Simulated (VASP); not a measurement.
The system is ZnS.

```
Zn S
1.0
     3.81100    0.00000    0.00000
    -1.90550    3.30042    0.00000
     0.00000    0.00000    6.23400
Zn S
2 2
Cartesian
  0.0000 2.2003 0.0000
  1.9055 1.1001 3.1170
  0.0000 2.2003 2.4001
  1.9055 1.1001 5.5171
```

| Item | Value |
| --- | --- |
| Program | VASP 6.6.1 |
| Task | relaxation of cell and atoms |
| Functional | PBE |
| Potentials or basis | VASP PAW PBE potentials, release 64 (Zn, S) |
| Cutoff | 600 eV |
| k mesh | 12 × 12 × 4 |
| Occupations | fermi-dirac, width 0.02 eV |
| Spin | no spin polarisation |

At the start: pressure 2.5 GPa; volume 19.60 Å³/atom.

Q: Where does the relaxation end?

A: Over 9 steps the energy falls by 9.8 meV/atom and the volume is 20.23 Å³/atom (+3.2 %); space group P6_3mc (No. 186, to 0.1 Å) before and after.

Step by step:
```
step  energy change (eV)  largest force (eV/Å)  pressure (GPa)  volume (Å³)
   1              0.0000                0.3225            2.49        78.41
   2             -0.0315                0.0914           -0.81        81.92
   3             -0.0329                0.1288           -0.26        81.30
   4             -0.0328                0.1252           -0.34        81.36
   5             -0.0361                0.0672           -0.14        81.10
   6             -0.0375                0.0014            0.08        80.84
   7             -0.0390                0.0134            0.02        80.88
   8             -0.0391                0.0178            0.01        80.90
   9             -0.0391                0.0044            0.00        80.92
```

Final structure:
```yaml
crystal:
  lattice:
    - [3.84791, 0.00000, 0.00000]
    - [-1.92396, 3.33239, 0.00000]
    - [0.00000, 0.00000, 6.31032]
  atoms:
    - { symbol: Zn, position: [0.33333, 0.66667, 0.00517] }
    - { symbol: Zn, position: [0.66667, 0.33333, 0.50517] }
    - { symbol: S, position: [0.33333, 0.66667, 0.37983] }
    - { symbol: S, position: [0.66667, 0.33333, 0.87983] }
```
